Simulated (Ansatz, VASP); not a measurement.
**Ag3B in VASP and in Ansatz**

```
Ag B
1.0
     3.00711    0.00000    0.00000
    -1.50355    2.60423    0.00000
     0.00000    0.00000    7.80063
Ag B
3 1
Direct
  0.66667 0.33333 0.50000
  0.33333 0.66667 0.19286
  0.33333 0.66667 0.80714
  0.66667 0.33333 0.00000
```

Alike in both runs: functional PBE; k mesh 18 × 18 × 6; occupations gaussian, width 0.1 eV; no spin polarisation.

Ansatz relaxed the structure, and its values are those at the end. VASP's run is a single point on that final structure, the one shown.

|  | VASP | Ansatz |
| --- | --- | --- |
| version | VASP 6.6.1 | Ansatz 0.2.0 |
| potentials or method | VASP PAW PBE potentials, release 64 (Ag, B), cutoff 520 eV | scalar-relativistic, plane waves, PAW |
| valence electrons in the cell | 36 | 60 |

VASP gave:

* gap on the k mesh at the Fermi level (eV): none
* pressure (GPa): -0.1
* rms of the force components (eV/Å): 0.004

Problem. Estimate Ansatz's values.

Solution. gap on the k mesh at the Fermi level (eV): none; pressure (GPa): 0.0; rms of the force components (eV/Å): 0.000.

A gap of «none» marks a metal or a gap that the smearing closes. The functional is the same, so the differences come from potentials, cutoffs and numerics. VASP's potentials hold 36 valence electrons a cell and Ansatz's 60, so a difference there can come from the potentials and not from the codes.
